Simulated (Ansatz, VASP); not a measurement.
One calculation of Cs, two programs

```
Cs
1.0
    -4.87456    4.87456    2.65916
     4.87456   -4.87456    2.65916
     4.87456    4.87456   -2.65916
Cs
2
Direct
  0.00000 0.00000 0.00000
  0.75000 0.25000 0.50000
```

Alike in both runs: task single point; functional PBEsol; k mesh 4 × 4 × 4; occupations gaussian, width 0.1 eV; no spin polarisation.

|  | VASP | Ansatz |
| --- | --- | --- |
| version | VASP 6.6.1 | Ansatz 0.2.0 |
| potentials or method | VASP PAW PBE potentials, release 64 (Cs_sv), cutoff 520 eV | scalar-relativistic, plane waves, PAW |
| valence electrons in the cell | 18 | 18 |

```csv
,VASP,Ansatz,Ansatz less VASP
gap on the k mesh at the Fermi level (eV),none,none,-
pressure (GPa),-0.2,-0.2,+0.01
"traceless stress, the component that is largest in VASP (GPa)",0.06,0.06,0.000
```

VASP's potentials were made for PBE, not for PBEsol. A gap of «none» marks a metal or a gap that the smearing closes. The functional is the same, so the differences come from potentials, cutoffs and numerics.

Spin-orbit coupling is off throughout.
